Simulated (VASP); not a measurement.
Write the native input for VASP 6.6.1 that does the following.

- Task: single point
- Functional: r2SCAN
- Potentials or basis: VASP PAW PBE potentials, release 64 (Sn_d, Zn, Na_pv)
- Cutoff: 520 eV
- k mesh: 4 × 4 × 3
- Occupations: fermi-dirac, width 0.0404 eV
- Spin: no spin polarisation
- Dipole correction: no
- Further INCAR settings: ALGO = Normal; EDIFF = 1e-07; NBANDS = 51

Na6ZnSn2:

```
CELL_PARAMETERS angstrom
0.00000 5.18899 0.00000
4.73579 -2.59450 0.10336
1.04002 0.00000 -8.46843
ATOMIC_POSITIONS crystal
Sn 0.14627 0.29255 0.73960
Sn 0.85373 0.70745 0.26040
Zn 0.00000 0.00000 0.00000
Na 0.47516 0.95032 0.69625
Na 0.52484 0.04968 0.30375
Na 0.31615 0.63231 0.04551
Na 0.68385 0.36769 0.95449
Na 0.17220 0.34440 0.38695
Na 0.82780 0.65560 0.61305
```

One way to write it, as run:

POSCAR

```
Na6ZnSn2
1.0
    0.0000000000      5.1889929557      0.0000000000
    4.7357903323     -2.5944964779      0.1033588932
    1.0400235316      0.0000000000     -8.4684273053
Sn Zn Na
2 1 6
Direct
    0.1462734904      0.2925469809      0.7396002271
    0.8537265096      0.7074530191      0.2603997729
    0.0000000000      0.0000000000      0.0000000000
    0.4751611866      0.9503223731      0.6962543542
    0.5248388134      0.0496776269      0.3037456458
    0.3161542316      0.6323084633      0.0455054859
    0.6838457684      0.3676915367      0.9544945141
    0.1722017347      0.3444034693      0.3869484086
    0.8277982653      0.6555965307      0.6130515914
```

INCAR.step1

```
SYSTEM = Na6ZnSn2
ALGO = Normal
EDIFF = 1E-4
ENCUT = 520
GGA = PE
ISMEAR = -1
LASPH = .True.
LCHARG = .False.
LREAL = .False.
LWAVE = .True.
NBANDS = 51
NELM = 80
PREC = Accurate
SIGMA = 0.0404
```

INCAR.step2

```
SYSTEM = Na6ZnSn2
ALGO = Normal
EDIFF = 1E-7
ENCUT = 520
ISIF = 2
ISMEAR = -1
ISTART = 1
LASPH = .True.
LCHARG = .False.
LMIXTAU = .True.
LREAL = .False.
LWAVE = .False.
METAGGA = R2SCAN
NBANDS = 51
NELM = 80
PREC = Accurate
SIGMA = 0.0404
```

KPOINTS

```
k-points
0
Gamma
  4 4 3
  0 0 0
```

Potentials or basis: VASP PAW PBE potentials, release 64 (Sn_d, Zn, Na_pv).

The run is started by

```console
$ cat potpaw_PBE.64/Sn_d/POTCAR potpaw_PBE.64/Zn/POTCAR potpaw_PBE.64/Na_pv/POTCAR > POTCAR
$ cp INCAR.step1 INCAR
$ mpirun -np 1 vasp_std > vasp.out
$ cp INCAR.step2 INCAR
$ mpirun -np 1 vasp_std > vasp.out
```

Results of the run:

| Item | Value |
| --- | --- |
| Pressure | 4.9 GPa |
| Largest force | 0.039 eV/Å |

Caveat: the cell stands under pressure; the PAW data sets were made with another functional, which shifts forces and pressure a little.

Run time: 15 min on 1 thread of Intel(R) Xeon(R) Platinum 8375C CPU @ 2.90GHz (Ice Lake) (shared host), peak memory 0.45 GiB.
